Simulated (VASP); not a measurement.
Set up this calculation in VASP 6.6.1, as the native input.

- Task: single point
- Functional: PBE
- Potentials or basis: VASP PAW PBE potentials, release 64 (Si, N)
- Cutoff: 520 eV
- k mesh: 4 × 4 × 10
- Occupations: fermi-dirac, width 0.02 eV
- Spin: no spin polarisation
- Dipole correction: no
- Further INCAR settings: ALGO = Normal; EDIFF = 1e-07; NBANDS = 45

The structure of Si3N4 lies in POSCAR:

```
Si3N4
1.0
    7.6020000000      0.0000000000      0.0000000000
   -3.8010000000      6.5835251196      0.0000000000
    0.0000000000      0.0000000000      2.9060000000
Si N
6 8
Direct
    0.7675395721      0.1737083085      0.2482989139
    0.5938312635      0.7675395721      0.7482989139
    0.8262916915      0.5938312635      0.2482989139
    0.2324604279      0.8262916915      0.7482989139
    0.4061687365      0.2324604279      0.2482989139
    0.1737083085      0.4061687365      0.7482989139
    0.0295842581      0.3296987171      0.2482861065
    0.6998855410      0.0295842581      0.7482861065
    0.6703012829      0.6998855410      0.2482861065
    0.9704157419      0.6703012829      0.7482861065
    0.3001144590      0.9704157419      0.2482861065
    0.3296987171      0.3001144590      0.7482861065
    0.6666666667      0.3333333333      0.2481449387
    0.3333333333      0.6666666667      0.7481449387
```

One way to write it, as run:

INCAR

```
SYSTEM = Si3N4
PREC     = Accurate       ! precision mode
ENCUT    = 520            ! plane-wave cutoff, eV
EDIFF    = 1E-7           ! SCF threshold, eV
ISMEAR   = -1             ! smearing method
SIGMA    = 0.02           ! smearing width, eV
LREAL    = .False.        ! projectors in reciprocal space
LASPH    = .True.         ! aspherical terms in the spheres
NELM     = 60             ! most SCF steps
ALGO     = Normal         ! electronic algorithm
ISIF     = 2              ! what is computed and relaxed
LWAVE    = .False.        ! write WAVECAR
LCHARG   = .True.         ! write CHGCAR
GGA      = PE             ! functional
LELF     = .True.         ! ELF
LVHAR    = .True.       
NBANDS   = 45             ! bands
```

KPOINTS

```
Automatic mesh
0
Gamma
  4 4 10
  0 0 0
```

Potentials or basis: VASP PAW PBE potentials, release 64 (Si, N).

The run is started by

```sh
$ cat potpaw_PBE.64/Si/POTCAR potpaw_PBE.64/N/POTCAR > POTCAR
$ mpirun -np 1 vasp_std > vasp.out
```

Results of the run:

```
Pressure               : 5.4 GPa
Largest force          : 0.005 eV/Å
Band gap on the k mesh : 4.33 eV (least direct gap 4.52 eV)
```

Caveat: the cell stands under pressure.

Wall time 4.8 min on 1 thread of Intel(R) Xeon(R) Platinum 8259CL CPU @ 2.50GHz (Skylake/Cascade Lake), with other jobs on the host, peak memory 0.32 GiB.
